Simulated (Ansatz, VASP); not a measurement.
## LiBr in VASP and in Ansatz

```
CELL_PARAMETERS angstrom
0.00000 2.70552 2.70552
2.70552 0.00000 2.70552
2.70552 2.70552 0.00000
ATOMIC_POSITIONS crystal
Li 0.00000 0.00000 0.00000
Br 0.50000 0.50000 0.50000
```

Alike in both runs: functional PBEsol; k mesh 8 × 8 × 8; no spin polarisation.

Ansatz relaxed the structure, and its values are those at the end. VASP's run is a single point on that final structure, the one shown.

|  | VASP | Ansatz |
| --- | --- | --- |
| version | VASP 6.6.1 | Ansatz 0.2.0 |
| potentials or method | VASP PAW PBE potentials, release 64 (Li_sv, Br), cutoff 750 eV | scalar-relativistic, plane waves, PAW |
| occupations | gaussian, width 0.01 eV | fixed |
| valence electrons in the cell | 10 | 10 |

|  | VASP | Ansatz | Ansatz less VASP |
| --- | --- | --- | --- |
| gap on the k mesh at the Fermi level (eV) | 4.99 | 4.99 | -0.001 |
| least direct gap on the mesh (eV) | 4.99 | 4.99 | -0.001 |
| pressure (GPa) | 0.0 | 0.0 | +0.02 |

VASP's potentials were made for PBE, not for PBEsol.
